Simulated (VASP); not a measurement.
Runs of VASP 6.6.1 on B4Pb. The structure is that of space group Im-3m (No. 229), or close to it. The cells are those of the table. The cell was generated, and may not be a known phase.

```tsv
task	cell	k mesh	cutoff (eV)	gap on the mesh (eV)	pressure (GPa)	relaxed volume (Å³/atom)
single point	a = 4.744 Å, angles 109.5°, 5 atoms	10 × 10 × 10	520	none	-0.1	-
single point	a = 4.747 Å, angles 109.5°, 5 atoms	6 × 6 × 6	520	none	-0.1	-
relaxation of cell and atoms	relaxed from a = 4.747 Å, angles 109.5°, 5 atoms	10 × 10 × 10	600	none	0.0	16.43
relaxation of cell and atoms	relaxed from a = 4.256 Å, angles 109.5°, 5 atoms	6 × 6 × 6	600	none	0.4	(a)
```

Alike in all rows: level PBE; potentials or basis VASP PAW PBE potentials, release 64 (B, Pb_d); no spin polarisation; smearing gaussian 0.1 eV.

**Question.** Fill in the values left out.

**Answer.** (a) 16.32.

Caveats: spin-orbit coupling is left out, which moves the levels of the heavy elements; the volume moved by over 15 % at a fixed basis, so the end points are rough (at least some runs).

A k mesh can miss the band edges, and the runs leave out spin-orbit coupling on Pb.

A gap of «none» marks levels without a gap at the run's occupations.
